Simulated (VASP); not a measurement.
## Ga: single point with BLYP

The system is Ga.

```
Ga
1.0
     3.20384    0.00000    0.00000
    -1.60192    2.77461    0.00000
     0.00000    0.00000    4.94410
Ga
2
Cartesian
  0.0000 1.8497 1.2360
  1.6019 0.9249 3.7081
```

```
Program             : VASP 6.6.1
Task                : single point
Functional          : BLYP
Potentials or basis : VASP PAW PBE potentials, release 64 (Ga_d)
Cutoff              : 520 eV
k mesh              : 13 × 13 × 7
Occupations         : fermi-dirac, width 0.1 eV
Spin                : no spin polarisation
```

```yaml
Pressure: 0.0 GPa
Band_gap_on_the_k_mesh: zero (band 13 reaches 7.76 eV, above the bottom of band 14 at 2.65 eV)
```

Stress tensor (GPa, compression positive):
```
 0.05  0.00  0.00
 0.00  0.05  0.00
 0.00  0.00 -0.20
```

Levels at points of the mesh, in eV from the Fermi level:
| k point | band 10 | band 11 | band 12 | band 13 | band 14 | band 15 | band 16 | band 17 |
| --- | --- | --- | --- | --- | --- | --- | --- | --- |
| (0.00, 0.00, 0.00) | -14.73 | -9.95 | -4.34 | -2.93 | 7.57 | 7.57 | 9.52 | 9.52 |

It took 26 s on 1 thread of Intel(R) Xeon(R) 6975P-C (Granite Rapids), with other jobs on the host, peak memory 0.19 GiB.

Caveat: the PAW data sets were made with another functional, which shifts forces and pressure a little.
